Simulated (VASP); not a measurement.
# Rb (Im-3m) in VASP: further runs

The runs below take Rb through single point, with LDA.

All numbers are computed with VASP 6.6.1; they aren't measurements. Logs are shortened: lines on timing, memory, paths and dates and some standing lists are left out, and cuts for length are marked.

### Step 1. The cell of the first run

The structure is cubic, space group Im-3m (No. 229). Conventional cell: a = 5.372 Å, b = 5.372 Å, c = 5.372 Å, α = 90.00°, β = 90.00°, γ = 90.00°.

### Step 2. Single point, LDA

INCAR

```
PREC = Accurate ; ENCUT = 520
EDIFF = 1E-6 ; ISMEAR = -1
SIGMA = 0.2 ; LREAL = F
LASPH = T ; NELM = 60
ALGO = Normal ; ISIF = 2
LWAVE = F ; LCHARG = T
LELF = T ; LVHAR = T
NBANDS = 10
```

KPOINTS

```
regular mesh
0
Gamma
  8 8 8
```

POSCAR

```
Rb
1.0
   -2.6859640533      2.6859640533      2.6859640533
    2.6859640533     -2.6859640533      2.6859640533
    2.6859640533      2.6859640533     -2.6859640533
Rb
1
Direct
    0.0000000000      0.0000000000      0.0000000000
```

Potentials or basis: VASP PAW LDA potentials, release 64 (Rb_sv).

Started as:

```sh
> cat potpaw_LDA.64/Rb_sv/POTCAR > POTCAR
> mpirun -np 1 vasp_std > vasp.out
```

OUTCAR:

```text
PREC = Accurate
   ENCUT = 520
   EDIFF = 1E-6
   ISMEAR = -1
   LREAL = F
   LASPH = T
   NELM = 60
   ISIF = 2

 ion  position               nearest neighbor table
   1  0.000  0.000  0.000-

  LATTYP: Found a body centered cubic cell.
 ALAT       =     5.3719281066

  Lattice vectors:

 A1 = (  -2.6859640533,   2.6859640533,   2.6859640533)
 A2 = (   2.6859640533,  -2.6859640533,   2.6859640533)
 A3 = (   2.6859640533,   2.6859640533,  -2.6859640533)

Analysis of symmetry for initial positions (statically):
=====================================================================
 Subroutine PRICEL returns:
 Original cell was already a primitive cell.

 Routine SETGRP: Setting up the symmetry group for a
 body centered cubic supercell.

 Subroutine GETGRP returns: Found 48 space group operations
 (whereof 48 operations were pure point group operations)
 out of a pool of 48 trial point group operations.

The static configuration has the point symmetry O_h .

Analysis of symmetry for dynamics (positions and initial velocities):
=====================================================================
 Subroutine PRICEL returns:
 Original cell was already a primitive cell.

 Routine SETGRP: Setting up the symmetry group for a
 body centered cubic supercell.

 Subroutine GETGRP returns: Found 48 space group operations
 (whereof 48 operations were pure point group operations)
 out of a pool of 48 trial point group operations.

The dynamic configuration has the point symmetry O_h .

 Subroutine INISYM returns: Found 48 space group operations
 (whereof 48 operations are pure point group operations),
 and found     1 'primitive' translations

----------------------------------------------------------------------------------------

                                     Primitive cell

  volume of cell :      77.5105

  direct lattice vectors                    reciprocal lattice vectors
    -2.685964053  2.685964053  2.685964053     0.000000000  0.186152901  0.186152901
     2.685964053 -2.685964053  2.685964053     0.186152901  0.000000000  0.186152901
     2.685964053  2.685964053 -2.685964053     0.186152901  0.186152901  0.000000000

  length of vectors
     4.652226208  4.652226208  4.652226208     0.263259957  0.263259957  0.263259957

  position of ions in fractional coordinates (direct lattice)
     0.000000000  0.000000000  0.000000000
[... 77 lines left out ...]
   LREAL  =      F    real-space projection
   EDIFFG = 0.1E-04   stopping-criterion for IOM
   NSW    =      0    number of steps for IOM
   IBRION =     -1    ionic relax: 0-MD 1-quasi-New 2-CG
   NFREE  =      0    steps in history (QN), initial steepest desc. (CG)
   ISIF   =      2    stress and relaxation
   ISYM   =      2    0-nonsym 1-usesym 2-fastsym
   POTIM  = 0.5000    time-step for ionic-motion
   TEBEG  =    0.0;   TEEND  =   0.0 temperature during run
   PSTRESS=    0.0 pullay stress
   NELECT =       9.0000    total number of electrons
   NUPDOWN=      -1.0000    fix difference up-down
   EMIN   =  10.00;   EMAX   =-10.00  energy-range for DOS
   EFERMI =   0.00;   METHOD = LEGACY
   ISMEAR =    -1;   SIGMA  =   0.20  broadening in eV -4-tet -1-fermi 0-gaus
   EFERMI_NEDOS =   21; number of points for ismear=-14 and -15
   IALGO  =     38    algorithm
   IMIX   =      4    mixing-type and parameters
     AMIX     =   0.40;   BMIX     =  1.00
     AMIX_MAG =   1.60;   BMIX_MAG =  1.00
  volume/ion in A,a.u.               =      77.51       523.07
  Fermi-wavevector in a.u.,A,eV,Ry     =   0.798673  1.509272  8.678857  0.637878
  Thomas-Fermi vector in A             =   1.905629
   LORBIT       =      0    0 simple, 1 ext, 2 COOP (PROOUT), +10 PAW based schemes
   GGA     = CA    functional components
   LHFCALC =     F    Hartree Fock is set to
   AEXX    =    0.0000 exact exchange contribution
   IVDW    =     0    specifies the selected vdW correction
   LEPSILON=     F    determine dielectric tensor
   LRPA    =     F    only Hartree local field effects (RPA)
 non-spin polarized calculation
  energy-cutoff  :      520.00
  volume of cell :       77.51
 maximum number of plane-waves:      2112
   NGX = 17   NGY = 17   NGZ = 17

 number of electron       9.0000000 magnetization

 Free energy of the ion-electron system (eV)
  ---------------------------------------------------
  ext. energy  EPLUGINS =         0.00000000
  ---------------------------------------------------
  free energy    TOTEN  =        -1.11675998 eV

  energy without entropy =       -1.00357879  energy(sigma->0) =       -1.06016939

 E-fermi :   0.1375     XC(G=0):  -6.1017

 val. band max:        0.0095770484   @ k =   0.2500   0.1250   0.1250
 cond. band min:       0.1602708265   @ k =   0.2500   0.2500   0.0000
 fundamental gap:      0.1506937781
 Fermi energy:         0.1375323501

 k-point     1 :       0.0000    0.0000    0.0000
  band No.  band energies     occupation
      1     -28.5507      2.00000
      2     -12.6291      2.00000
      3     -12.6291      2.00000
      4     -12.6291      2.00000
      5      -2.0399      1.99996
      6       3.8849      0.00000
      7       3.8849      0.00000
      8       3.8849      0.00000
      9       4.9839      0.00000
     10       4.9839      0.00000
[... 287 lines left out ...]
 k-point    24 :      -0.3750    0.3750    0.2500
  band No.  band energies     occupation
      1     -28.5390      2.00000
      2     -12.7558      2.00000
      3     -12.7083      2.00000
      4     -12.6920      2.00000
      5       0.3027      0.60897
      6       1.8483      0.00039
      7       3.2593      0.00000
      8       3.2768      0.00000
      9       4.4309      0.00000
     10       5.6000      0.00000

 [... further k-points ...]

------------------------ aborting loop because EDIFF is reached ----------------------------------------

  FORCE on cell =-STRESS in cart. coord.  units (eV):
  Direction    XX          YY          ZZ          XY          YZ          ZX
  --------------------------------------------------------------------------------------
  -------------------------------------------------------------------------------------
  Total        0.0118876      0.0118876      0.0118876      0.0000000     -0.0000000      0.0000000
  in kB        0.2457229      0.2457229      0.2457229      0.0000000     -0.0000000      0.0000000
  external PRESSURE =       0.2457229 kB  Pullay stress =       0.0000000 kB

 VOLUME and BASIS-vectors are now :
 -----------------------------------------------------------------------------
  energy-cutoff  :      520.00
  volume of cell :       77.51
      direct lattice vectors                 reciprocal lattice vectors
    -2.685964053  2.685964053  2.685964053     0.000000000  0.186152901  0.186152901
     2.685964053 -2.685964053  2.685964053     0.186152901  0.000000000  0.186152901
     2.685964053  2.685964053 -2.685964053     0.186152901  0.186152901  0.000000000

 POSITION                                       TOTAL-FORCE (eV/Angst)
 -----------------------------------------------------------------------------------
      0.00000      0.00000      0.00000         0.000000     -0.000000      0.000000
 -----------------------------------------------------------------------------------
    total drift:                               -0.000000      0.000000      0.000000

  FREE ENERGIE OF THE ION-ELECTRON SYSTEM (eV)
  ---------------------------------------------------
  free  energy   TOTEN  =        -1.1167599833 eV

  energy  without entropy=       -1.0035787937  energy(sigma->0) =       -1.06016939
```

OSZICAR:

```text
N       E                     dE             d eps       ncg     rms          rms(c)
DAV:   1     0.395676565634E+02    0.39568E+02   -0.33936E+03   580   0.670E+02
DAV:   2     0.121698031077E+01   -0.38351E+02   -0.37624E+02   646   0.125E+02
DAV:   3    -0.103466118199E+01   -0.22516E+01   -0.22384E+01   780   0.301E+01
DAV:   4    -0.111656155419E+01   -0.81900E-01   -0.81796E-01   784   0.499E+00
DAV:   5    -0.111848121126E+01   -0.19197E-02   -0.19194E-02   792   0.565E-01    0.149E+00
DAV:   6    -0.111708291476E+01    0.13983E-02   -0.23719E-03   776   0.264E-01    0.901E-01
DAV:   7    -0.111673920669E+01    0.34371E-03   -0.35329E-03   760   0.309E-01    0.576E-02
DAV:   8    -0.111675605461E+01   -0.16848E-04   -0.22444E-04   690   0.106E-01    0.114E-02
DAV:   9    -0.111675984508E+01   -0.37905E-05   -0.82593E-06   804   0.189E-02    0.484E-03
DAV:  10    -0.111675998328E+01   -0.13819E-06   -0.24736E-06   652   0.841E-03
   1 F= -.11167600E+01 E0= -.10601694E+01  d E =-.113181E+00
```

stdout:

```text
POSCAR found type information on POSCAR Rb
 POSCAR found :  1 types and       1 ions
 scaLAPACK will be used
 LDA part: xc-table for (Slater(with rela. corr.)+CA(PZ))
 , standard interpolation
 POSCAR, INCAR and KPOINTS ok, starting setup
 FFT: planning ... GRIDC
 FFT: planning ... GRID_SOFT
 FFT: planning ... GRID
 WAVECAR not read
 entering main loop
```

Wall time 21 s (1 thread of Intel Xeon 6975P-C, shared host); peak memory 0.17 GiB.

What came out:

* Free energy: -1.1168 eV
* Pressure: 0.0 GPa

Levels at points of the mesh, in eV from the Fermi level:
| k point | band 1 | band 2 | band 3 | band 4 | band 5 | band 6 | band 7 | band 8 |
| --- | --- | --- | --- | --- | --- | --- | --- | --- |
| (0.00, 0.00, 0.00) | -28.69 | -12.77 | -12.77 | -12.77 | -2.18 | 3.75 | 3.75 | 3.75 |
| (0.50, 0.00, 0.00) | -28.68 | -12.94 | -12.82 | -12.77 | 0.19 | 1.00 | 2.57 | 4.52 |
| (0.50, 0.50, 0.50) | -28.67 | -12.89 | -12.89 | -12.89 | 1.18 | 1.18 | 3.72 | 3.72 |

### Step 3. Single point, LDA

INCAR

```
ALGO     = Normal         # electronic algorithm
EDIFF    = 1E-6           # SCF threshold, eV
ENCUT    = 520            # plane-wave cutoff, eV
ISIF     = 2              # what is computed and relaxed
ISMEAR   = -1             # smearing method
LASPH    = True           # aspherical terms in the spheres
LCHARG   = False          # write CHGCAR
LREAL    = False          # projectors in reciprocal space
LWAVE    = False          # write WAVECAR
NBANDS   = 10             # bands
NELM     = 100            # most SCF steps
PREC     = Accurate       # precision mode
SIGMA    = 0.3            # smearing width, eV
```

KPOINTS

```
k-points
0
Gamma
  8 8 8
```

POSCAR is that of step 2.

Potentials or basis: VASP PAW LDA potentials, release 64 (Rb_sv).

Started as:

```sh
> cat potpaw_LDA.64/Rb_sv/POTCAR > POTCAR
> mpirun -np 1 vasp_std > vasp.out
```

Run time: 10 s. Hardware: 1 thread of Intel Xeon 6975P-C, shared host; peak memory 0.17 GiB.

The run converged. Its results:

- Free energy: -1.1863 eV
- Pressure: 0.1 GPa

Levels at points of the mesh, in eV from the Fermi level:
```csv
k point,band 1,band 2,band 3,band 4,band 5,band 6,band 7,band 8
"(0.00, 0.00, 0.00)",-28.65,-12.73,-12.73,-12.73,-2.14,3.79,3.79,3.79
"(0.50, 0.00, 0.00)",-28.64,-12.90,-12.78,-12.73,0.22,1.04,2.61,4.56
"(0.50, 0.50, 0.50)",-28.63,-12.85,-12.85,-12.85,1.22,1.22,3.76,3.76
```

(Part 1 of 2 ends here.)
